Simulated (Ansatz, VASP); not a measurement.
**Two plane-wave programs on MnO**

```
Mn O
1.0
    -2.21512    4.39657    2.21808
     2.19987   -2.17858    4.38150
     2.18982    2.18221    0.00684
Mn O
4 4
Direct
  0.00703 0.02019 0.01714
  0.99197 0.50841 0.50388
  0.48879 0.75239 0.72520
  0.51016 0.23823 0.24836
  0.24032 0.37863 0.88082
  0.25076 0.87058 0.37203
  0.75191 0.13305 0.62567
  0.74453 0.63693 0.11975
```

Alike in both runs: task single point; functional r2SCAN; k mesh 4 × 4 × 6; collinear spin.

|  | VASP | Ansatz |
| --- | --- | --- |
| version | VASP 6.6.1 | Ansatz 0.2.0 |
| potentials or method | VASP PAW PBE potentials, release 64 (Mn_pv, O), cutoff 520 eV | PAW plane waves |
| occupations | fermi-dirac, width 0.1 eV | fermi-dirac |
| valence electrons in the cell | 76 | 84 |

Ansatz gave:

* pressure (GPa): 7.8
* traceless stress, the component that is largest in VASP (GPa): -0.59
* rms of the force components (eV/Å): 0.384
* net moment per atom (μB): 2.48
* size of the moment on the site where the two differ most (μB): 4.10

Problem. Estimate VASP's values.

Solution. Pressure (GPa): 8.2; traceless stress, the component that is largest in VASP (GPa): -0.58; rms of the force components (eV/Å): 0.395; net moment per atom (μB): 2.48; size of the moment on the site where the two differ most (μB): 4.50.

VASP's potentials were made for PBE, not for r2SCAN. Site moments also hang on the region over which each program counts them. Atom by atom the forces differ by 0.017 eV/Å (rms over components). VASP's potentials hold 76 valence electrons a cell and Ansatz's 84, so a difference there can come from the potentials and not from the codes. Ansatz's warnings: stability check not made.
